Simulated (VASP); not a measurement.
# AgCl: electric field gradients with PBEsol

Crystal: AgCl.

```
Ag Cl
1.0
     3.45672    0.00000    0.00000
     0.00000    3.45672    0.00000
     0.00000    0.00000    3.45672
Ag Cl
1 1
Direct
  0.00000 0.00000 0.00000
  0.50000 0.50000 0.50000
```

```json
{
  "Program": "VASP 6.6.1",
  "Task": "electric field gradients",
  "Functional": "PBEsol",
  "Potentials or basis": "VASP PAW PBE potentials, release 64 (Ag, Cl)",
  "Cutoff": "520 eV",
  "k mesh": "9 × 9 × 9",
  "Occupations": "fermi-dirac, width 0.01 eV",
  "Spin": "no spin polarisation",
  "Dipole correction": "no",
  "Further INCAR settings": "ALGO = Normal; EDIFF = 1e-08; NBANDS = 16"
}
```

```yaml
Pressure: -5.4 GPa
Band_gap_on_the_k_mesh: 0.44 eV (least direct gap 1.87 eV)
Largest_electric_field_gradient_by_atom: under 0.05 V/Å² on every atom
```

Levels at points of the mesh, in eV from the valence-band top:
```tsv
k point	band 5	band 6	band 7	band 8	band 9	band 10	band 11	band 12	band 13	band 14
(0.00, 0.00, 0.00)	-1.73	-1.73	-1.43	-1.43	-1.43	0.44	9.35	9.35	13.38	13.38
```

It took 20 s on 1 thread of AMD EPYC 7R13 Processor (Zen 3), with other jobs on the host, peak memory 0.14 GiB.

Caveat: the cell stands under tension; semilocal functionals underestimate gaps, and a narrow one can read as zero; the PAW data sets were made with another functional, which shifts forces and pressure a little; an odd mesh through Γ misses points on the zone boundary, where band edges can lie.
